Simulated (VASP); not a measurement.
# Ta (Im-3m) in VASP: further runs, part 2 of 2

VASP 6.6.1.

## Step 3: Single point, PBE

The input, INCAR:

```
ALGO     = Fast           # electronic algorithm
EDIFF    = 1E-7           # SCF threshold, eV
ENCUT    = 520            # plane-wave cutoff, eV
GGA      = PE             # functional
ISIF     = 2              # what is computed and relaxed
ISMEAR   = 0              # smearing method
LASPH    = True           # aspherical terms in the spheres
LCHARG   = False          # write CHGCAR
LREAL    = False          # projectors in reciprocal space
LWAVE    = False          # write WAVECAR
NBANDS   = 12             # bands
NELM     = 60             # most SCF steps
PREC     = Accurate       # precision mode
SIGMA    = 0.1            # smearing width, eV
```

The input, KPOINTS:

```
k-points
0
Gamma
  18 18 18
```

The input, POSCAR:

```
Ta
1.0
   -1.6595304776      1.6595304776      1.6595304776
    1.6595304776     -1.6595304776      1.6595304776
    1.6595304776      1.6595304776     -1.6595304776
Ta
1
Direct
    0.0000000000      0.0000000000      0.0000000000
```

Potentials or basis: VASP PAW PBE potentials, release 64 (Ta_pv).

Run with:

```
$ cat potpaw_PBE.64/Ta_pv/POTCAR > POTCAR
$ mpirun -np 1 vasp_std > vasp.out
```

OUTCAR:

```text
EDIFF = 1E-7
   ENCUT = 520
   GGA = PE
   ISIF = 2
   ISMEAR = 0
   LASPH = True
   LREAL = False
   NELM = 60
   PREC = Accurate

 ion  position               nearest neighbor table
   1  0.000  0.000  0.000-

  LATTYP: Found a body centered cubic cell.
 ALAT       =     3.3190609552

  Lattice vectors:

 A1 = (  -1.6595304776,   1.6595304776,   1.6595304776)
 A2 = (   1.6595304776,  -1.6595304776,   1.6595304776)
 A3 = (   1.6595304776,   1.6595304776,  -1.6595304776)

Analysis of symmetry for initial positions (statically):
=====================================================================
 Subroutine PRICEL returns:
 Original cell was already a primitive cell.

 Routine SETGRP: Setting up the symmetry group for a
 body centered cubic supercell.

 Subroutine GETGRP returns: Found 48 space group operations
 (whereof 48 operations were pure point group operations)
 out of a pool of 48 trial point group operations.

The static configuration has the point symmetry O_h .

Analysis of symmetry for dynamics (positions and initial velocities):
=====================================================================
 Subroutine PRICEL returns:
 Original cell was already a primitive cell.

 Routine SETGRP: Setting up the symmetry group for a
 body centered cubic supercell.

 Subroutine GETGRP returns: Found 48 space group operations
 (whereof 48 operations were pure point group operations)
 out of a pool of 48 trial point group operations.

The dynamic configuration has the point symmetry O_h .

 Subroutine INISYM returns: Found 48 space group operations
 (whereof 48 operations are pure point group operations),
 and found     1 'primitive' translations

----------------------------------------------------------------------------------------

                                     Primitive cell

  volume of cell :      18.2817

  direct lattice vectors                    reciprocal lattice vectors
    -1.659530478  1.659530478  1.659530478     0.000000000  0.301290038  0.301290038
     1.659530478 -1.659530478  1.659530478     0.301290038  0.000000000  0.301290038
     1.659530478  1.659530478 -1.659530478     0.301290038  0.301290038  0.000000000

  length of vectors
     2.874391104  2.874391104  2.874391104     0.426088457  0.426088457  0.426088457

  position of ions in fractional coordinates (direct lattice)
     0.000000000  0.000000000  0.000000000

  ion indices of the primitive-cell ions
   primitive index   ion index
                 1           1

----------------------------------------------------------------------------------------

 KPOINTS: k-points

Automatic generation of k-mesh.
 Grid dimensions read from file:
 generate k-points for:   18   18   18

 Generating k-lattice:

  Cartesian coordinates                     Fractional coordinates (reciprocal lattice)
     0.000000000  0.016738335  0.016738335     0.055555556  0.000000000  0.000000000
     0.016738335  0.000000000  0.016738335     0.000000000  0.055555556  0.000000000
     0.016738335  0.016738335  0.000000000     0.000000000  0.000000000  0.055555556

  Length of vectors
     0.023671581  0.023671581  0.023671581

  Shift w.r.t. Gamma in fractional coordinates (k-lattice)
     0.000000000  0.000000000  0.000000000

 Subroutine IBZKPT returns following result:
 ===========================================

 Found    195 irreducible k-points:

 Following reciprocal coordinates:
            Coordinates               Weight
  0.000000  0.000000  0.000000      1.000000
  0.055556  0.000000  0.000000     12.000000
  0.111111  0.000000  0.000000     12.000000
  0.166667  0.000000  0.000000     12.000000
  0.222222  0.000000  0.000000     12.000000
  0.277778  0.000000  0.000000     12.000000
[... 16 lines left out ...]
  0.333333  0.111111  0.000000     48.000000
  0.388889  0.111111  0.000000     48.000000
 [... further k-points ...]
   k-points           NKPTS =    195   k-points in BZ     NKDIM =    195   number of bands    NBANDS=     12
   number of dos      NEDOS =    301   number of ions     NIONS =      1
   total plane-waves  NPLWV =  13824
   dimension x,y,z NGX =    24 NGY =   24 NGZ =   24
   dimension x,y,z NGXF=    48 NGYF=   48 NGZF=   48
   ions per type =               1
   NGX,Y,Z   is equivalent  to a cutoff of  13.88, 13.88, 13.88 a.u.
   NGXF,Y,Z  is equivalent  to a cutoff of  27.76, 27.76, 27.76 a.u.
 SYSTEM =  unknown system
   PREC   = accura    normal or accurate (medium, high low for compatibility)
   ISTART =      0    job   : 0-new  1-cont  2-samecut
   ICHARG =      2    charge: 1-file 2-atom 10-const
   ISPIN  =      1    spin polarized calculation?
   LNONCOLLINEAR =      F non collinear calculations
   LSORBIT =      F    spin-orbit coupling
   LASPH  =      T    aspherical Exc in radial PAW
   ENCUT  =  520.0 eV  38.22 Ry    6.18 a.u.   5.34  5.34  5.34*2*pi/ulx,y,z
   NELM   =     60;   NELMIN=  2; NELMDL= -5     # of ELM steps
   EDIFF  = 0.1E-06   stopping-criterion for ELM
   LREAL  =      F    real-space projection
   EDIFFG = 0.1E-05   stopping-criterion for IOM
   NSW    =      0    number of steps for IOM
   IBRION =     -1    ionic relax: 0-MD 1-quasi-New 2-CG
   NFREE  =      0    steps in history (QN), initial steepest desc. (CG)
   ISIF   =      2    stress and relaxation
   ISYM   =      2    0-nonsym 1-usesym 2-fastsym
   POTIM  = 0.5000    time-step for ionic-motion
   TEBEG  =    0.0;   TEEND  =   0.0 temperature during run
   PSTRESS=    0.0 pullay stress
   NELECT =      11.0000    total number of electrons
   NUPDOWN=      -1.0000    fix difference up-down
   EMIN   =  10.00;   EMAX   =-10.00  energy-range for DOS
   EFERMI =   0.00;   METHOD = LEGACY
   ISMEAR =     0;   SIGMA  =   0.10  broadening in eV -4-tet -1-fermi 0-gaus
   EFERMI_NEDOS =   21; number of points for ismear=-14 and -15
   IALGO  =     68    algorithm
   IMIX   =      4    mixing-type and parameters
     AMIX     =   0.40;   BMIX     =  1.00
     AMIX_MAG =   1.60;   BMIX_MAG =  1.00
  volume/ion in A,a.u.               =      18.28       123.37
  Fermi-wavevector in a.u.,A,eV,Ry     =   1.382082  2.611756 25.989180  1.910151
  Thomas-Fermi vector in A             =   2.506806
   LORBIT       =      0    0 simple, 1 ext, 2 COOP (PROOUT), +10 PAW based schemes
   GGA     = PE    functional components
   LHFCALC =     F    Hartree Fock is set to
   AEXX    =    0.0000 exact exchange contribution
   IVDW    =     0    specifies the selected vdW correction
   LEPSILON=     F    determine dielectric tensor
   LRPA    =     F    only Hartree local field effects (RPA)
 non-spin polarized calculation
 RMM-DIIS sequential band-by-band and
 Gauss-broadening in eV      SIGMA  =   0.10
  energy-cutoff  :      520.00
  volume of cell :       18.28
 maximum number of plane-waves:       531
 NGX is ok and might be reduce to    24
   NGX = 11   NGY = 11   NGZ = 11

 number of electron      11.0000001 magnetization

 Free energy of the ion-electron system (eV)
  ---------------------------------------------------
  ext. energy  EPLUGINS =         0.00000000
  ---------------------------------------------------
  free energy    TOTEN  =       -11.81632232 eV

  energy without entropy =      -11.81023510  energy(sigma->0) =      -11.81327871

 E-fermi :   5.3763     XC(G=0): -12.5420

 val. band max:        5.3556900071   @ k =   0.1111   0.1111   0.0000
 cond. band min:       5.3784418576   @ k =   0.3333   0.1667   0.0556
 fundamental gap:      0.0227518505
 Fermi energy:         5.3763457323

 k-point     1 :       0.0000    0.0000    0.0000
  band No.  band energies     occupation
      1     -27.7632      2.00000
      2     -27.7632      2.00000
      3     -27.7632      2.00000
      4      -2.4926      2.00000
      5       6.1012      0.00000
      6       6.1012      0.00000
      7       6.1012      0.00000
      8       9.3217      0.00000
      9       9.3217      0.00000
     10      20.3067      0.00000
     11      20.3067      0.00000
     12      20.3067      0.00000
[... 331 lines left out ...]
 k-point    24 :       0.3889    0.1111    0.0000
  band No.  band energies     occupation
      1     -28.8113      2.00000
      2     -28.1554      2.00000
      3     -27.8188      2.00000
      4       1.4386      2.00000
      5       3.9842      2.00000
      6       5.9824      0.00000
      7       9.0677      0.00000
      8      10.3345      0.00000
      9      13.1203      0.00000
     10      16.6471      0.00000
     11      18.2616      0.00000
     12      21.9469      0.00000

 [... further k-points ...]

------------------------ aborting loop because EDIFF is reached ----------------------------------------

  FORCE on cell =-STRESS in cart. coord.  units (eV):
  Direction    XX          YY          ZZ          XY          YZ          ZX
  --------------------------------------------------------------------------------------
  -------------------------------------------------------------------------------------
  Total        0.0042933      0.0042933      0.0042933     -0.0000000      0.0000000      0.0000000
  in kB        0.3762573      0.3762573      0.3762573     -0.0000000      0.0000000      0.0000000
  external PRESSURE =       0.3762573 kB  Pullay stress =       0.0000000 kB

 VOLUME and BASIS-vectors are now :
 -----------------------------------------------------------------------------
  energy-cutoff  :      520.00
  volume of cell :       18.28
      direct lattice vectors                 reciprocal lattice vectors
    -1.659530478  1.659530478  1.659530478     0.000000000  0.301290038  0.301290038
     1.659530478 -1.659530478  1.659530478     0.301290038  0.000000000  0.301290038
     1.659530478  1.659530478 -1.659530478     0.301290038  0.301290038  0.000000000

 POSITION                                       TOTAL-FORCE (eV/Angst)
 -----------------------------------------------------------------------------------
      0.00000      0.00000      0.00000         0.000000      0.000000     -0.000000
 -----------------------------------------------------------------------------------
    total drift:                                0.000000      0.000000      0.000000

  FREE ENERGIE OF THE ION-ELECTRON SYSTEM (eV)
  ---------------------------------------------------
  free  energy   TOTEN  =       -11.8163223231 eV

  energy  without entropy=      -11.8102351011  energy(sigma->0) =      -11.81327871
```

It took 37 s on 1 thread of Intel Xeon Platinum 8559C (Emerald Rapids), shared host; peak memory 0.17 GiB.

Results:

| Item | Value |
| --- | --- |
| Free energy | -11.8163 eV |
| Pressure | 0.0 GPa |

Caveat: spin-orbit coupling is left out, which moves the levels of the heavy elements.

## Step 4: Single point, PBE

This run uses another cell than the first one, of 18.10 Å³/atom, 0.990 times its volume.

The input, INCAR:

```
  PREC = Accurate
  ENCUT = 520
  EDIFF = 1E-6
  ISMEAR = 0
  SIGMA = 0.1
  LREAL = F
  LASPH = T
  NELM = 80
  ALGO = Normal
  ISIF = 2
  LWAVE = F
  LCHARG = F
  GGA = PE
  NBANDS = 12
```

The input, KPOINTS:

```
regular mesh
0
Gamma
  18 18 18
```

The input, POSCAR:

```
Ta
1.0
   -1.6539850869      1.6539850869      1.6539850869
    1.6539850869     -1.6539850869      1.6539850869
    1.6539850869      1.6539850869     -1.6539850869
Ta
1
Direct
    0.0000000000      0.0000000000      0.0000000000
```

Run with:

```
$ cat potpaw_PBE.64/Ta_pv/POTCAR > POTCAR
$ mpirun -np 1 vasp_std > vasp.out
```

Wall time 18 s (1 thread of Intel Xeon Platinum 8559C (Emerald Rapids), shared host); peak memory 0.17 GiB.

Results (log left out):

```yaml
Free_energy: -11.8151 eV
Pressure: 2.0 GPa
```

Levels at points of the mesh, in eV from the Fermi level:
```
           k point  band 3  band 4  band 5  band 6  band 7  band 8
(0.00, 0.00, 0.00)  -33.10   -7.91    0.72    0.72    0.72    3.98
(0.50, 0.00, 0.00)  -33.11   -4.37   -1.54    1.55    3.86    4.88
(0.50, 0.50, 0.50)  -33.91   -3.78   -3.78    6.79    6.79    6.79
```

Caveat: spin-orbit coupling is left out, which moves the levels of the heavy elements.

## Step 5: Single point, PBE

This run uses another cell than the first one, of 18.48 Å³/atom, 1.011 times its volume.

The input, INCAR:

```
ALGO = Normal
EDIFF = 1E-6
ENCUT = 520
GGA = PE
ISIF = 2
ISMEAR = 0
LASPH = True
LCHARG = False
LREAL = False
LWAVE = False
NBANDS = 12
NELM = 80
PREC = Accurate
SIGMA = 0.1
```

The input, KPOINTS:

```
k-points
0
Gamma
  18 18 18
```

The input, POSCAR:

```
Ta
1.0
   -1.6653759922      1.6653759922      1.6653759922
    1.6653759922     -1.6653759922      1.6653759922
    1.6653759922      1.6653759922     -1.6653759922
Ta
1
Direct
    0.0000000000      0.0000000000      0.0000000000
```

Potentials or basis: VASP PAW PBE potentials, release 64 (Ta_pv).

Run with:

```
$ cat potpaw_PBE.64/Ta_pv/POTCAR > POTCAR
$ mpirun -np 1 vasp_std > vasp.out
```

OUTCAR:

```text
EDIFF = 1E-6
   ENCUT = 520
   GGA = PE
   ISIF = 2
   ISMEAR = 0
   LASPH = True
   LREAL = False
   NELM = 80
   PREC = Accurate

 ion  position               nearest neighbor table
   1  0.000  0.000  0.000-

  LATTYP: Found a body centered cubic cell.
 ALAT       =     3.3307519844

  Lattice vectors:

 A1 = (  -1.6653759922,   1.6653759922,   1.6653759922)
 A2 = (   1.6653759922,  -1.6653759922,   1.6653759922)
 A3 = (   1.6653759922,   1.6653759922,  -1.6653759922)

Analysis of symmetry for initial positions (statically):
=====================================================================
 Subroutine PRICEL returns:
 Original cell was already a primitive cell.

 Routine SETGRP: Setting up the symmetry group for a
 body centered cubic supercell.

 Subroutine GETGRP returns: Found 48 space group operations
 (whereof 48 operations were pure point group operations)
 out of a pool of 48 trial point group operations.

The static configuration has the point symmetry O_h .

Analysis of symmetry for dynamics (positions and initial velocities):
=====================================================================
 Subroutine PRICEL returns:
 Original cell was already a primitive cell.

 Routine SETGRP: Setting up the symmetry group for a
 body centered cubic supercell.

 Subroutine GETGRP returns: Found 48 space group operations
 (whereof 48 operations were pure point group operations)
 out of a pool of 48 trial point group operations.

The dynamic configuration has the point symmetry O_h .

 Subroutine INISYM returns: Found 48 space group operations
 (whereof 48 operations are pure point group operations),
 and found     1 'primitive' translations

----------------------------------------------------------------------------------------

                                     Primitive cell

  volume of cell :      18.4755

[... 111 lines left out ...]
   GGA     = PE    functional components
   LHFCALC =     F    Hartree Fock is set to
   AEXX    =    0.0000 exact exchange contribution
   IVDW    =     0    specifies the selected vdW correction
   LEPSILON=     F    determine dielectric tensor
   LRPA    =     F    only Hartree local field effects (RPA)
 non-spin polarized calculation
 Gauss-broadening in eV      SIGMA  =   0.10
  energy-cutoff  :      520.00
  volume of cell :       18.48
 maximum number of plane-waves:       531
 NGX is ok and might be reduce to    24
   NGX = 11   NGY = 11   NGZ = 11

 number of electron      11.0000000 magnetization

 Free energy of the ion-electron system (eV)
  ---------------------------------------------------
  ext. energy  EPLUGINS =         0.00000000
  ---------------------------------------------------
  free energy    TOTEN  =       -11.81521507 eV

  energy without entropy =      -11.80909462  energy(sigma->0) =      -11.81215485

 E-fermi :   5.2906     XC(G=0): -12.4885

 val. band max:        5.2809913751   @ k =   0.1111   0.1111   0.0000
 cond. band min:       5.3045584879   @ k =  -0.3889   0.5000   0.0556
 fundamental gap:      0.0235671128
 Fermi energy:         5.2906056165

 k-point     1 :       0.0000    0.0000    0.0000
  band No.  band energies     occupation
      1     -27.8903      2.00000
      2     -27.8903      2.00000
      3     -27.8903      2.00000
      4      -2.5358      2.00000
      5       6.0158      0.00000
      6       6.0158      0.00000
      7       6.0158      0.00000
      8       9.1993      0.00000
      9       9.1993      0.00000
     10      19.8922      0.00000
     11      20.1729      0.00000
     12      20.1729      0.00000
[... 331 lines left out ...]
 k-point    24 :       0.3889    0.1111    0.0000
  band No.  band energies     occupation
      1     -28.9022      2.00000
      2     -28.2694      2.00000
      3     -27.9436      2.00000
      4       1.3929      2.00000
      5       3.9264      2.00000
      6       5.8704      0.00000
      7       8.9426      0.00000
      8      10.1898      0.00000
      9      12.9349      0.00000
     10      16.4096      0.00000
     11      18.1044      0.00000
     12      19.8990      0.00000

 [... further k-points ...]

------------------------ aborting loop because EDIFF is reached ----------------------------------------

  FORCE on cell =-STRESS in cart. coord.  units (eV):
  Direction    XX          YY          ZZ          XY          YZ          ZX
  --------------------------------------------------------------------------------------
  -------------------------------------------------------------------------------------
  Total       -0.2274735     -0.2274735     -0.2274735     -0.0000000     -0.0000000      0.0000000
  in kB      -19.7262510    -19.7262510    -19.7262510     -0.0000000     -0.0000000      0.0000000
  external PRESSURE =     -19.7262510 kB  Pullay stress =       0.0000000 kB

 VOLUME and BASIS-vectors are now :
 -----------------------------------------------------------------------------
  energy-cutoff  :      520.00
  volume of cell :       18.48
      direct lattice vectors                 reciprocal lattice vectors
    -1.665375992  1.665375992  1.665375992     0.000000000  0.300232501  0.300232501
     1.665375992 -1.665375992  1.665375992     0.300232501  0.000000000  0.300232501
     1.665375992  1.665375992 -1.665375992     0.300232501  0.300232501  0.000000000

 POSITION                                       TOTAL-FORCE (eV/Angst)
 -----------------------------------------------------------------------------------
      0.00000      0.00000      0.00000         0.000000      0.000000     -0.000000
 -----------------------------------------------------------------------------------
    total drift:                               -0.000000      0.000000     -0.000000

  FREE ENERGIE OF THE ION-ELECTRON SYSTEM (eV)
  ---------------------------------------------------
  free  energy   TOTEN  =       -11.8152150742 eV

  energy  without entropy=      -11.8090946207  energy(sigma->0) =      -11.81215485
```

stdout:

```text
POSCAR found type information on POSCAR Ta
 POSCAR found :  1 types and       1 ions
 scaLAPACK will be used
 LDA part: xc-table for (Slater+PW92), standard interpolation
 POSCAR, INCAR and KPOINTS ok, starting setup
 FFT: planning ... GRIDC
 FFT: planning ... GRID_SOFT
 FFT: planning ... GRID
 WAVECAR not read
 entering main loop
```

Wall time 18 s (1 thread of Intel Xeon Platinum 8559C (Emerald Rapids), shared host); peak memory 0.17 GiB.

Results:

```
Free energy : -11.8152 eV
Pressure    : -2.0 GPa
```

Levels at points of the mesh, in eV from the Fermi level:
| k point | band 2 | band 3 | band 4 | band 5 | band 6 | band 7 | band 8 | band 9 |
| --- | --- | --- | --- | --- | --- | --- | --- | --- |
| (0.00, 0.00, 0.00) | -33.18 | -33.18 | -7.83 | 0.73 | 0.73 | 0.73 | 3.91 | 3.91 |
| (0.50, 0.00, 0.00) | -33.53 | -33.19 | -4.27 | -1.48 | 1.47 | 3.77 | 4.77 | 7.54 |
| (0.50, 0.50, 0.50) | -33.94 | -33.94 | -3.66 | -3.66 | 6.62 | 6.62 | 6.62 | 8.42 |

Caveat: spin-orbit coupling is left out, which moves the levels of the heavy elements.

## Step 6: Summary

| cell | gap on the mesh (eV) | pressure (GPa) |
| --- | --- | --- |
| a = 2.874 Å, angles 109.5°, 1 atom | none | 0.0 |
| a = 2.865 Å, angles 109.5°, 1 atom | none | 2.0 |
| a = 2.885 Å, angles 109.5°, 1 atom | none | -2.0 |

Alike in all rows: task single point; level PBE; potentials or basis VASP PAW PBE potentials, release 64 (Ta_pv); no spin polarisation; k mesh 18 × 18 × 18; cutoff (eV) 520; smearing gaussian 0.1 eV.

Caveats: spin-orbit coupling is left out, which moves the levels of the heavy elements.

Total energies depend on the potentials used, so only differences within one code and one set of settings carry meaning.
